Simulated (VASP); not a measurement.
# Tm2I3 (P4/mmm) in VASP: further runs

The runs below take Tm2I3 through single point, with PBE, PBEsol.

Everything below comes from runs of VASP 6.6.1. Logs are shortened: lines on timing, memory, paths and dates and some standing lists are left out, and cuts for length are marked.

## (1) The cell of the first run

Symmetry: P4/mmm, No. 123, tetragonal system. Conventional cell: a = 4.516 Å, b = 4.516 Å, c = 14.027 Å, α = 90.00°, β = 90.00°, γ = 90.00°. Within 4.3 Å of Tm (site symmetry 4/mmm) lie 4 Tm at 3.19 Å and 8 I at 4.24 Å. Tm (site symmetry 4/mmm) has 2 I at 2.79 Å and 4 Tm at 3.19 Å within 3.7 Å. Within 3.7 Å of I (site symmetry 4mm) lie 1 Tm at 2.79 Å. Within 5.5 Å of I (site symmetry 4/mmm) lie 6 I at 4.22 to 4.52 Å.

The cell was built from a structure type or drawn by symmetry, and may not be a known phase.

## (2) Single point, PBE

INCAR reads:

```
PREC = Accurate ; ENCUT = 500
EDIFF = 1E-6 ; ISMEAR = 0
SIGMA = 0.1 ; LREAL = F
LASPH = T ; NELM = 200
ALGO = Normal ; ISIF = 2
LWAVE = F ; LCHARG = T
GGA = PE ; LELF = T
LVHAR = T ; NBANDS = 28
GGA_COMPAT = F ; LMAXMIX = 6
```

KPOINTS reads:

```
Automatic mesh
0
Gamma
  8 8 4
```

POSCAR reads:

```
Tm2I3
1.0
    4.5160660999      0.0000000000      0.0000000000
    0.0000000000      4.5160660999      0.0000000000
    0.0000000000      0.0000000000     14.0269837390
Tm I
2 3
Direct
    0.0000000000      0.0000000000      0.0000000000
    0.5000000000      0.5000000000      0.0000000000
    0.5000000000      0.5000000000      0.8011194324
    0.5000000000      0.5000000000      0.1988805676
    0.5000000000      0.5000000000      0.5000000000
```

Potentials or basis: VASP PAW PBE potentials, release 64 (Tm_3, I), 4f in core.

Run with:

```bash
$ cat potpaw_PBE.64/Tm_3/POTCAR potpaw_PBE.64/I/POTCAR > POTCAR
$ mpirun -np 1 vasp_std > vasp.out
```

OUTCAR:

```text
PREC = Accurate
   ENCUT = 500
   EDIFF = 1E-6
   ISMEAR = 0
   LREAL = F
   LASPH = T
   NELM = 200
   ISIF = 2
   GGA = PE

 ion  position               nearest neighbor table
   1  0.000  0.000  0.000-   2 3.19   2 3.19   2 3.19   2 3.19
   2  0.500  0.500  0.000-   3 2.79   4 2.79   1 3.19   1 3.19   1 3.19   1 3.19
   3  0.500  0.500  0.801-   2 2.79
   4  0.500  0.500  0.199-   2 2.79
   5  0.500  0.500  0.500-

  LATTYP: Found a simple tetragonal cell.
 ALAT       =     4.5160660999
 C/A-ratio  =     3.1060182532

  Lattice vectors:

 A1 = (   4.5160660999,   0.0000000000,   0.0000000000)
 A2 = (   0.0000000000,   4.5160660999,   0.0000000000)
 A3 = (   0.0000000000,   0.0000000000,  14.0269837390)

Analysis of symmetry for initial positions (statically):
=====================================================================
 Subroutine PRICEL returns:
 Original cell was already a primitive cell.

 Routine SETGRP: Setting up the symmetry group for a
 simple tetragonal supercell.

 Subroutine GETGRP returns: Found 16 space group operations
 (whereof 16 operations were pure point group operations)
 out of a pool of 16 trial point group operations.

The static configuration has the point symmetry D_4h.

Analysis of symmetry for dynamics (positions and initial velocities):
=====================================================================
 Subroutine PRICEL returns:
 Original cell was already a primitive cell.

 Routine SETGRP: Setting up the symmetry group for a
 simple tetragonal supercell.

 Subroutine GETGRP returns: Found 16 space group operations
 (whereof 16 operations were pure point group operations)
 out of a pool of 16 trial point group operations.

The dynamic configuration has the point symmetry D_4h.

 Subroutine INISYM returns: Found 16 space group operations
 (whereof 16 operations are pure point group operations),
 and found     1 'primitive' translations

----------------------------------------------------------------------------------------

                                     Primitive cell

  volume of cell :     286.0783

  direct lattice vectors                    reciprocal lattice vectors
     4.516066100  0.000000000  0.000000000     0.221431657  0.000000000  0.000000000
     0.000000000  4.516066100  0.000000000     0.000000000  0.221431657  0.000000000
     0.000000000  0.000000000 14.026983739     0.000000000  0.000000000  0.071291164

  length of vectors
     4.516066100  4.516066100 14.026983739     0.221431657  0.221431657  0.071291164

  position of ions in fractional coordinates (direct lattice)
     0.000000000  0.000000000  0.000000000
     0.500000000  0.500000000  0.000000000
     0.500000000  0.500000000  0.801119432
     0.500000000  0.500000000  0.198880568
     0.500000000  0.500000000  0.500000000

  ion indices of the primitive-cell ions
   primitive index   ion index
                 1           1
                 2           2
                 3           3
                 4           4
                 5           5

----------------------------------------------------------------------------------------

 KPOINTS: Automatic mesh

Automatic generation of k-mesh.
 Grid dimensions read from file:
 generate k-points for:    8    8    4

 Generating k-lattice:

  Cartesian coordinates                     Fractional coordinates (reciprocal lattice)
     0.027678957  0.000000000  0.000000000     0.125000000  0.000000000  0.000000000
     0.000000000  0.027678957  0.000000000     0.000000000  0.125000000  0.000000000
     0.000000000  0.000000000  0.017822791     0.000000000  0.000000000  0.250000000

  Length of vectors
     0.027678957  0.027678957  0.017822791

  Shift w.r.t. Gamma in fractional coordinates (k-lattice)
     0.000000000  0.000000000  0.000000000

 Subroutine IBZKPT returns following result:
 ===========================================

 Found     45 irreducible k-points:

 Following reciprocal coordinates:
            Coordinates               Weight
  0.000000  0.000000  0.000000      1.000000
  0.125000  0.000000  0.000000      4.000000
  0.250000  0.000000  0.000000      4.000000
  0.375000  0.000000  0.000000      4.000000
  0.500000  0.000000  0.000000      2.000000
  0.125000  0.125000  0.000000      4.000000
[... 16 lines left out ...]
  0.375000  0.125000  0.250000     16.000000
  0.500000  0.125000  0.250000      8.000000
 [... further k-points ...]
   k-points           NKPTS =     45   k-points in BZ     NKDIM =     45   number of bands    NBANDS=     28
   number of dos      NEDOS =    301   number of ions     NIONS =      5
   total plane-waves  NPLWV = 139968
   dimension x,y,z NGX =    36 NGY =   36 NGZ =  108
   dimension x,y,z NGXF=    72 NGYF=   72 NGZF=  216
   ions per type =               2   3
   NGX,Y,Z   is equivalent  to a cutoff of  13.25, 13.25, 12.80 a.u.
   NGXF,Y,Z  is equivalent  to a cutoff of  26.50, 26.50, 25.60 a.u.
 SYSTEM =  unknown system
   PREC   = accura    normal or accurate (medium, high low for compatibility)
   ISTART =      0    job   : 0-new  1-cont  2-samecut
   ICHARG =      2    charge: 1-file 2-atom 10-const
   ISPIN  =      1    spin polarized calculation?
   LNONCOLLINEAR =      F non collinear calculations
   LSORBIT =      F    spin-orbit coupling
   LASPH  =      T    aspherical Exc in radial PAW
   ENCUT  =  500.0 eV  36.75 Ry    6.06 a.u.   8.23  8.23 25.57*2*pi/ulx,y,z
   NELM   =    200;   NELMIN=  2; NELMDL= -5     # of ELM steps
   EDIFF  = 0.1E-05   stopping-criterion for ELM
   LREAL  =      F    real-space projection
   EDIFFG = 0.1E-04   stopping-criterion for IOM
   NSW    =      0    number of steps for IOM
   IBRION =     -1    ionic relax: 0-MD 1-quasi-New 2-CG
   NFREE  =      0    steps in history (QN), initial steepest desc. (CG)
   ISIF   =      2    stress and relaxation
   ISYM   =      2    0-nonsym 1-usesym 2-fastsym
   POTIM  = 0.5000    time-step for ionic-motion
   TEBEG  =    0.0;   TEEND  =   0.0 temperature during run
   PSTRESS=    0.0 pullay stress
   NELECT =      39.0000    total number of electrons
   NUPDOWN=      -1.0000    fix difference up-down
   EMIN   =  10.00;   EMAX   =-10.00  energy-range for DOS
   EFERMI =   0.00;   METHOD = LEGACY
   ISMEAR =     0;   SIGMA  =   0.10  broadening in eV -4-tet -1-fermi 0-gaus
   EFERMI_NEDOS =   21; number of points for ismear=-14 and -15
   IALGO  =     38    algorithm
   IMIX   =      4    mixing-type and parameters
     AMIX     =   0.40;   BMIX     =  1.00
     AMIX_MAG =   1.60;   BMIX_MAG =  1.00
  volume/ion in A,a.u.               =      57.22       386.11
  Fermi-wavevector in a.u.,A,eV,Ry     =   0.842561  1.592210  9.658901  0.709909
  Thomas-Fermi vector in A             =   1.957287
   LORBIT       =      0    0 simple, 1 ext, 2 COOP (PROOUT), +10 PAW based schemes
   GGA     = PE    functional components
   LHFCALC =     F    Hartree Fock is set to
   AEXX    =    0.0000 exact exchange contribution
   IVDW    =     0    specifies the selected vdW correction
   LEPSILON=     F    determine dielectric tensor
   LRPA    =     F    only Hartree local field effects (RPA)
 non-spin polarized calculation
 Gauss-broadening in eV      SIGMA  =   0.10
  energy-cutoff  :      500.00
  volume of cell :      286.08
 maximum number of plane-waves:      7311
 NGX is ok and might be reduce to    36
   NGX = 17   NGY = 17   NGZ = 51

 number of electron      38.9999996 magnetization

 Free energy of the ion-electron system (eV)
  ---------------------------------------------------
  ext. energy  EPLUGINS =         0.00000000
  ---------------------------------------------------
  free energy    TOTEN  =       -13.53790906 eV

  energy without entropy =      -13.49697083  energy(sigma->0) =      -13.51743995

 E-fermi :  -0.1602     XC(G=0):  -6.6272

 val. band max:       -0.1605293775   @ k =   0.3750   0.3750   0.5000
 cond. band min:      -0.1441470385   @ k =   0.5000   0.1250   0.5000
 fundamental gap:      0.0163823390
 Fermi energy:        -0.1601773235

 k-point     1 :       0.0000    0.0000    0.0000
  band No.  band energies     occupation
      1     -27.0870      2.00000
      2     -26.7147      2.00000
      3     -26.7147      2.00000
      4     -25.2108      2.00000
      5     -25.1842      2.00000
      6     -25.1842      2.00000
[... 20 lines left out ...]
     27       4.2885      0.00000
     28       4.7471      0.00000

 k-point     2 :       0.1250    0.0000    0.0000
  band No.  band energies     occupation
      1     -27.0864      2.00000
      2     -26.7103      2.00000
      3     -26.7079      2.00000
      4     -25.2110      2.00000
      5     -25.1961      2.00000
      6     -25.1931      2.00000
[... 20 lines left out ...]
     27       4.2558      0.00000
     28       4.7330      0.00000

 k-point     3 :       0.2500    0.0000    0.0000
  band No.  band energies     occupation
      1     -27.0852      2.00000
      2     -26.6994      2.00000
      3     -26.6911      2.00000
      4     -25.2252      2.00000
      5     -25.2149      2.00000
      6     -25.2116      2.00000
[... 20 lines left out ...]
     27       3.7227      0.00000
     28       3.8665      0.00000

 k-point     4 :       0.3750    0.0000    0.0000
  band No.  band energies     occupation
      1     -27.0840      2.00000
      2     -26.6881      2.00000
      3     -26.6738      2.00000
      4     -25.2546      2.00000
      5     -25.2372      2.00000
      6     -25.2122      2.00000
[... 578 lines left out ...]
     27       3.8990      0.00000
     28       4.5168      0.00000

 k-point    23 :       0.3750    0.1250    0.2500
  band No.  band energies     occupation
      1     -27.0837      2.00000
      2     -26.7070      2.00000
      3     -26.6742      2.00000
      4     -25.2574      2.00000
      5     -25.2153      2.00000
      6     -25.2119      2.00000
[... 20 lines left out ...]
     27       3.4528      0.00000
     28       3.5299      0.00000

 k-point    24 :       0.5000    0.1250    0.2500
  band No.  band energies     occupation
      1     -27.0832      2.00000
      2     -26.6946      2.00000
      3     -26.6806      2.00000
      4     -25.2519      2.00000
      5     -25.2349      2.00000
      6     -25.2121      2.00000
[... 20 lines left out ...]
     27       2.8757      0.00000
     28       3.3327      0.00000

 [... further k-points ...]

------------------------ aborting loop because EDIFF is reached ----------------------------------------

  FORCE on cell =-STRESS in cart. coord.  units (eV):
  Direction    XX          YY          ZZ          XY          YZ          ZX
  --------------------------------------------------------------------------------------
  -------------------------------------------------------------------------------------
  Total        0.1308228      0.1308228      0.3428280      0.0000000     -0.0000000     -0.0000000
  in kB        0.7326710      0.7326710      1.9200033      0.0000000     -0.0000000     -0.0000000
  external PRESSURE =       1.1284484 kB  Pullay stress =       0.0000000 kB

 VOLUME and BASIS-vectors are now :
 -----------------------------------------------------------------------------
  energy-cutoff  :      500.00
  volume of cell :      286.08
      direct lattice vectors                 reciprocal lattice vectors
     4.516066100  0.000000000  0.000000000     0.221431657  0.000000000  0.000000000
     0.000000000  4.516066100  0.000000000     0.000000000  0.221431657  0.000000000
     0.000000000  0.000000000 14.026983739     0.000000000  0.000000000  0.071291164

 POSITION                                       TOTAL-FORCE (eV/Angst)
 -----------------------------------------------------------------------------------
      0.00000      0.00000      0.00000         0.000000      0.000000      0.000000
      2.25803      2.25803      0.00000         0.000000      0.000000      0.000000
      2.25803      2.25803     11.23729         0.000000      0.000000     -0.045974
      2.25803      2.25803      2.78969         0.000000     -0.000000      0.045974
      2.25803      2.25803      7.01349         0.000000      0.000000      0.000000
 -----------------------------------------------------------------------------------
    total drift:                                0.000000      0.000000     -0.000000

  FREE ENERGIE OF THE ION-ELECTRON SYSTEM (eV)
  ---------------------------------------------------
  free  energy   TOTEN  =       -13.5379090629 eV

  energy  without entropy=      -13.4969708301  energy(sigma->0) =      -13.51743995
```

Run time: 4.9 min. Hardware: 1 thread of Intel Xeon 6975P-C (Granite Rapids), shared host; peak memory 0.55 GiB.

What came out:

| Item | Value |
| --- | --- |
| Free energy | -13.5379 eV |
| Pressure | 0.1 GPa |
| Largest force | 0.046 eV/Å |
| Band gap on the k mesh | zero (an odd number of electrons rules out a gap without spin polarisation) |

Forces in eV/Å, atoms in the order of the input:
```
Tm   0.000  0.000  0.000
Tm   0.000  0.000  0.000
I    0.000  0.000 -0.046
I    0.000  0.000  0.046
I    0.000  0.000  0.000
```

Stress tensor (GPa, compression positive):
```
0.07 0.00 0.00
0.00 0.07 0.00
0.00 0.00 0.19
```

Caveat: spin-orbit coupling is left out, which moves the levels of the heavy elements; this functional lacks dispersion, which binds the layers, so the pressure and a relaxed spacing across them are unreliable; the 4f electrons are frozen in the core, so they carry no moment and show no levels; an odd number of electrons without spin polarisation forces a metal; a magnetic or distorted state may lie lower; the run has no spin polarisation, though such a crystal can be magnetic.

(Continued in part 2 of 2.)
